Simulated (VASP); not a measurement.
# La: relaxation of cell and atoms with PBE

The system is La.

```xyz
1
Lattice="2.9724 0.0000 0.0000 0.0000 2.9724 0.0000 0.0000 0.0000 2.9724" Properties=species:S:1:pos:R:3 pbc="T T T"
La    0.0000    0.0000    0.0000
```

```yaml
Program: VASP 6.6.1
Task: relaxation of cell and atoms
Functional: PBE
Potentials_or_basis: VASP PAW PBE potentials, release 64 (La)
Cutoff: 600 eV
k_mesh: 13 × 13 × 13
Occupations: fermi-dirac, width 0.1 eV
Spin: no spin polarisation
Target_pressure: 15 GPa
Dipole_correction: no
Further_INCAR_settings: ALGO = Normal; EDIFF = 1e-07; IBRION = 2; EDIFFG = -0.005; NSW = 32; ISIF = 3
```

```
Relaxed volume                                         : 26.30 Å³/atom
Relaxed cell                                           : a = 2.974 Å, b = 2.974 Å, c = 2.974 Å, α = 90.00°, β = 90.00°, γ = 90.00°
Space group after relaxing (to 0.05 Å)                 : Pm-3m (No. 221)
Energy change on relaxing (the enthalpy is what falls) : -3.4 meV/atom
Ionic steps                                            : 3
Pressure after relaxing                                : 15.0 GPa
```

The path:
| step | energy change (eV) | largest force (eV/Å) | pressure (GPa) | volume (Å³) |
| --- | --- | --- | --- | --- |
| 1 | 0.0000 | 0.0000 | 15.09 | 26.26 |
| 2 | -0.0053 | 0.0000 | 14.95 | 26.32 |
| 3 | -0.0034 | 0.0000 | 15.00 | 26.30 |

Final structure:
```cif
data_structure
_symmetry_space_group_name_H-M 'P 1'
_symmetry_Int_Tables_number 1
_cell_length_a 2.9737
_cell_length_b 2.9737
_cell_length_c 2.9737
_cell_angle_alpha 90.000
_cell_angle_beta 90.000
_cell_angle_gamma 90.000
_cell_volume 26.30
loop_
_atom_site_label
_atom_site_type_symbol
_atom_site_fract_x
_atom_site_fract_y
_atom_site_fract_z
_atom_site_occupancy
La1 La 0.00000 0.00000 0.00000 1
```

Levels at points of the mesh, in eV from the Fermi level:
```tsv
k point	band 3	band 4	band 5	band 6	band 7	band 8
(0.00, 0.00, 0.00)	-14.65	-14.65	-2.23	-1.79	-1.79	2.58
```

Run time: 35 s on 1 thread of Intel Xeon 6975P-C (shared host), peak memory 0.17 GiB.

Caveat: the cell is relaxed towards a set pressure, so the enthalpy falls and the energy may rise; spin-orbit coupling is left out, which moves the levels of the heavy elements.
